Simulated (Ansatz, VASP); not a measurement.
# One calculation of Lu, two programs

```
CELL_PARAMETERS angstrom
2.42014 0.00000 0.00000
0.00000 2.42014 0.00000
0.00000 0.00000 2.42014
ATOMIC_POSITIONS crystal
Lu 0.00000 0.00000 0.00000
```

Change from the starting cell: volume scaled by 0.5, LAPW.

Alike in both runs: task single point; functional LDA; k mesh 14 × 14 × 14; occupations fermi-dirac, width 0.08 eV; no spin polarisation.

|  | VASP | Ansatz |
| --- | --- | --- |
| version | VASP 6.6.1 | Ansatz 0.2.0 |
| potentials or method | VASP PAW PBE potentials, release 64 (Lu), cutoff 520 eV | all-electron LAPW, scalar-relativistic |

Ansatz gave:

* pressure (GPa): 95.8

Q: What did VASP give for the same quantities?

A: Pressure (GPa): 100.6.

VASP's potentials were made for PBE, not for LDA. LDA's correlation is that of Perdew and Zunger in VASP and of Perdew and Wang (1992) in Ansatz. Both programs put the cell under a high pressure, so it lies far from rest at this level. Ansatz ran all-electron here, and VASP with PAW potentials.

Neither program's run includes spin-orbit coupling. Noted on VASP's run: the cell as given lies far from equilibrium.
